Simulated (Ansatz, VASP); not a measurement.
Hf5C3 in VASP and in Ansatz

```
CELL_PARAMETERS angstrom
0.00000 4.11017 4.11017
4.11017 0.00000 4.11017
4.11017 4.11017 0.00000
ATOMIC_POSITIONS crystal
Hf 0.00000 0.00000 0.00000
Hf 0.62977 0.62977 0.62977
Hf 0.62977 0.62977 0.11069
Hf 0.62977 0.11069 0.62977
Hf 0.11069 0.62977 0.62977
C 0.25000 0.25000 0.25000
C 0.75000 0.75000 0.75000
C 0.50000 0.50000 0.50000
```

Alike in both runs: task relaxation of cell and atoms; functional PBE; k mesh 4 × 4 × 4; occupations gaussian, width 0.2 eV; no spin polarisation.

|  | VASP | Ansatz |
| --- | --- | --- |
| version | VASP 6.6.1 | Ansatz 0.2.0 |
| potentials or method | VASP PAW PBE potentials, release 64 (Hf_pv, C), cutoff 600 eV | scalar-relativistic, plane waves, PAW |
| valence electrons in the cell | 62 | 142 |

```tsv
	VASP	Ansatz	Ansatz less VASP
gap on the k mesh at the Fermi level, each at its own relaxed structure (eV)	none	none	-
relaxed volume (Å³/atom)	25.32	25.28	-0.042
relaxed cell length with the largest relative difference (Å)	6.592	6.589	-0.0037
```

A gap of «none» marks a metal or a gap that the smearing closes. VASP's potentials hold 62 valence electrons a cell and Ansatz's 142, so a difference there can come from the potentials and not from the codes.

Spin-orbit coupling is off throughout. Noted on VASP's run: the volume moved by over 15 % at a fixed basis, so the end points are rough.
